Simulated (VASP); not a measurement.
# HfC (P6_3/mmc) in VASP: further runs, part 2 of 2

VASP 6.6.1. Earlier steps stand in the parts before.

## 3. Single point, r2SCAN

This run uses another cell than the first one, of 11.92 Å³/atom, 1.029 times its volume.

File POSCAR:

```
HfC
1.0
    3.2823482979      0.0000000000      0.0000000000
   -1.6411741490      2.8425971304      0.0000000000
    0.0000000000      0.0000000000      5.1085264687
Hf C
2 2
Direct
    0.6666666667      0.3333333333      0.7500000000
    0.3333333333      0.6666666667      0.2500000000
    0.0000000000      0.0000000000      0.0000000000
    0.0000000000      0.0000000000      0.5000000000
```

File INCAR.step1:

```
SYSTEM = HfC
PREC = Accurate
ENCUT = 520
ISMEAR = -1
SIGMA = 0.1
LREAL = .False.
LASPH = .True.
NELM = 100
NBANDS = 22
GGA = PE
ALGO = Normal
EDIFF = 1E-4
LWAVE = .True.
LCHARG = .False.
```

File INCAR.step2:

```
SYSTEM = HfC
PREC = Accurate
ENCUT = 520
EDIFF = 1E-7
ISMEAR = -1
SIGMA = 0.1
LREAL = .False.
LASPH = .True.
NELM = 100
ALGO = Normal
ISIF = 2
LWAVE = .False.
LCHARG = .True.
METAGGA = R2SCAN
LMIXTAU = .True.
LELF = .True.
LVHAR = .True.
NBANDS = 22
ISTART = 1
```

File KPOINTS:

```
Automatic mesh
0
Gamma
  8 8 5
  0 0 0
```

Potentials or basis: VASP PAW PBE potentials, release 64 (Hf_pv, C).

On the command line:

```console
cat potpaw_PBE.64/Hf_pv/POTCAR potpaw_PBE.64/C/POTCAR > POTCAR
cp INCAR.step1 INCAR
mpirun -np 1 vasp_std > vasp.out
cp INCAR.step2 INCAR
mpirun -np 1 vasp_std > vasp.out
```

It took 50 s on 1 thread of Intel Xeon 6975P-C (Granite Rapids), shared host; peak memory 0.18 GiB.

The run converged. Its results:

```yaml
Free_energy: -113.6636 eV
Pressure: 10.5 GPa
Band_gap_on_the_k_mesh: zero (band 14 reaches 8.11 eV, above the bottom of band 15 at 6.68 eV)
```

Stress tensor (GPa, compression positive):
```
 8.79  0.00  0.00
 0.00  8.79  0.00
 0.00  0.00 14.05
```

Levels at points of the mesh, in eV from the Fermi level:
| k point | band 10 | band 11 | band 12 | band 13 | band 14 | band 15 | band 16 | band 17 | band 18 | band 19 |
| --- | --- | --- | --- | --- | --- | --- | --- | --- | --- | --- |
| (0.00, 0.00, 0.00) | -3.46 | -3.46 | -1.45 | -1.45 | 1.30 | 1.68 | 1.68 | 2.17 | 2.17 | 2.61 |
| (0.50, 0.00, 0.00) | -4.40 | -3.88 | -3.60 | -1.87 | -1.28 | 1.66 | 4.86 | 5.31 | 5.45 | 6.14 |

Caveat: the PAW data sets were made with another functional, which shifts forces and pressure a little; spin-orbit coupling is left out, which moves the levels of the heavy elements.

## 4. Single point, r2SCAN

This run uses another cell than the first one, of 12.25 Å³/atom, 1.058 times its volume.

File POSCAR:

```
HfC
1.0
    3.3128835239      0.0000000000      0.0000000000
   -1.6564417620      2.8690414129      0.0000000000
    0.0000000000      0.0000000000      5.1560503742
Hf C
2 2
Direct
    0.6666666667      0.3333333333      0.7500000000
    0.3333333333      0.6666666667      0.2500000000
    0.0000000000      0.0000000000      0.0000000000
    0.0000000000      0.0000000000      0.5000000000
```

File INCAR.step1:

```
SYSTEM = HfC
  PREC = Accurate
  ENCUT = 520
  ISMEAR = -1
  SIGMA = 0.1
  LREAL = .FALSE.
  LASPH = .TRUE.
  NELM = 60
  NBANDS = 22
  GGA = PE
  ALGO = Normal
  EDIFF = 1E-4
  LWAVE = .TRUE.
  LCHARG = .FALSE.
```

File INCAR.step2:

```
SYSTEM = HfC
  PREC = Accurate
  ENCUT = 520
  EDIFF = 1E-6
  ISMEAR = -1
  SIGMA = 0.1
  LREAL = .FALSE.
  LASPH = .TRUE.
  NELM = 60
  ALGO = Normal
  ISIF = 2
  LWAVE = .FALSE.
  LCHARG = .FALSE.
  METAGGA = R2SCAN
  LMIXTAU = .TRUE.
  NBANDS = 22
  ISTART = 1
```

File KPOINTS:

```
regular mesh
0
G
  8 8 5
  0 0 0
```

Potentials or basis: VASP PAW PBE potentials, release 64 (Hf_pv, C).

On the command line:

```console
cat potpaw_PBE.64/Hf_pv/POTCAR potpaw_PBE.64/C/POTCAR > POTCAR
cp INCAR.step1 INCAR
mpirun -np 1 vasp_std > vasp.out
cp INCAR.step2 INCAR
mpirun -np 1 vasp_std > vasp.out
```

OUTCAR:

```text
SYSTEM = HfC
   PREC = Accurate
   ENCUT = 520
   EDIFF = 1E-6
   ISMEAR = -1
   LREAL = .FALSE.
   LASPH = .TRUE.
   NELM = 60
   ISIF = 2
   METAGGA = R2SCAN
   ISTART = 1

 ion  position               nearest neighbor table
   1  0.667  0.333  0.750-   3 2.31   4 2.31   3 2.31   4 2.31   3 2.31   4 2.31   2 3.21   2 3.21
                             2 3.21   2 3.21   2 3.21   2 3.21
   2  0.333  0.667  0.250-   3 2.31   4 2.31   3 2.31   4 2.31   3 2.31   4 2.31   1 3.21   1 3.21
[... 806 lines left out ...]
  Direction    XX          YY          ZZ          XY          YZ          ZX
  --------------------------------------------------------------------------------------
  -------------------------------------------------------------------------------------
  Total        0.3070895      0.3070895      2.0254167     -0.0000000      0.0000000      0.0000000
  in kB       10.0395769     10.0395777     66.2162893     -0.0000000      0.0000000      0.0000000
  external PRESSURE =      28.7651480 kB  Pullay stress =       0.0000000 kB

 VOLUME and BASIS-vectors are now :
 -----------------------------------------------------------------------------
  energy-cutoff  :      520.00
  volume of cell :       49.01
      direct lattice vectors                 reciprocal lattice vectors
     3.312883524  0.000000000  0.000000000     0.301851844  0.174274236  0.000000000
    -1.656441762  2.869041413  0.000000000     0.000000000  0.348548472  0.000000000
     0.000000000  0.000000000  5.156050374     0.000000000  0.000000000  0.193946903

 POSITION                                       TOTAL-FORCE (eV/Angst)
 -----------------------------------------------------------------------------------
      1.65644      0.95635      3.86704         0.000000      0.000000      0.000000
     -0.00000      1.91269      1.28901        -0.000000     -0.000000      0.000000
      0.00000      0.00000      0.00000         0.000000      0.000000      0.000000
      0.00000      0.00000      2.57803         0.000000      0.000000      0.000000
 -----------------------------------------------------------------------------------
    total drift:                               -0.000000      0.000000     -0.000000

  FREE ENERGIE OF THE ION-ELECTRON SYSTEM (eV)
  ---------------------------------------------------
  free  energy   TOTEN  =      -113.7194049282 eV

  energy  without entropy=     -113.6954626386  energy(sigma->0) =     -113.70743378
```

OSZICAR.step1:

```text
N       E                     dE             d eps       ncg     rms          rms(c)
DAV:   1     0.897776026827E+02    0.89778E+02   -0.15588E+04  1320   0.126E+03
DAV:   2    -0.416106722451E+02   -0.13139E+03   -0.12510E+03  1700   0.287E+02
DAV:   3    -0.471635682625E+02   -0.55529E+01   -0.55080E+01  1694   0.433E+01
DAV:   4    -0.472202428757E+02   -0.56675E-01   -0.56624E-01  1642   0.488E+00
DAV:   5    -0.472207399720E+02   -0.49710E-03   -0.49705E-03  1738   0.418E-01    0.786E+01
DAV:   6    -0.415371541177E+02    0.56836E+01   -0.44338E+01  1568   0.237E+01    0.582E+01
DAV:   7    -0.413380826831E+02    0.19907E+00   -0.31490E+00  1490   0.821E+00    0.268E+01
DAV:   8    -0.412947506414E+02    0.43332E-01   -0.17952E-01  1654   0.265E+00    0.499E+00
DAV:   9    -0.412809556834E+02    0.13795E-01   -0.15786E-01  1506   0.150E+00    0.368E+00
DAV:  10    -0.412780488070E+02    0.29069E-02   -0.79832E-03  1674   0.489E-01    0.760E-01
DAV:  11    -0.412775021047E+02    0.54670E-03   -0.26577E-03  1554   0.218E-01    0.331E-01
DAV:  12    -0.412774901778E+02    0.11927E-04   -0.12113E-04  1024   0.525E-02
   1 F= -.41277490E+02 E0= -.41265108E+02  d E =-.247637E-01
```

Run time: 68 s. Hardware: 1 thread of Intel Xeon 6975P-C (Granite Rapids), shared host; peak memory 0.19 GiB.

Results:

| Quantity | Value |
| --- | --- |
| Free energy | -113.7194 eV |
| Pressure | 2.9 GPa |
| Band gap on the k mesh | zero (band 14 reaches 7.88 eV, above the bottom of band 15 at 6.49 eV) |

Caveat: the PAW data sets were made with another functional, which shifts forces and pressure a little; spin-orbit coupling is left out, which moves the levels of the heavy elements.

## 5. The runs side by side

| cell | gap on the mesh (eV) | pressure (GPa) |
| --- | --- | --- |
| a = 3.251, b = 3.251, c = 5.060 Å, angles 90.0, 90.0, 120.0°, 4 atoms | none | 19.3 |
| a = 3.282, b = 3.282, c = 5.109 Å, angles 90.0, 90.0, 120.0°, 4 atoms | none | 10.5 |
| a = 3.313, b = 3.313, c = 5.156 Å, angles 90.0, 90.0, 120.0°, 4 atoms | none | 2.9 |

Alike in all rows: task single point; level r2SCAN; potentials or basis VASP PAW PBE potentials, release 64 (Hf_pv, C); no spin polarisation; k mesh 8 × 8 × 5; cutoff (eV) 520; smearing fermi-dirac 0.1 eV.

Caveats: the PAW data sets were made with another functional, which shifts forces and pressure a little; spin-orbit coupling is left out, which moves the levels of the heavy elements.

Absolute energies hang on the potentials; compare differences alone.
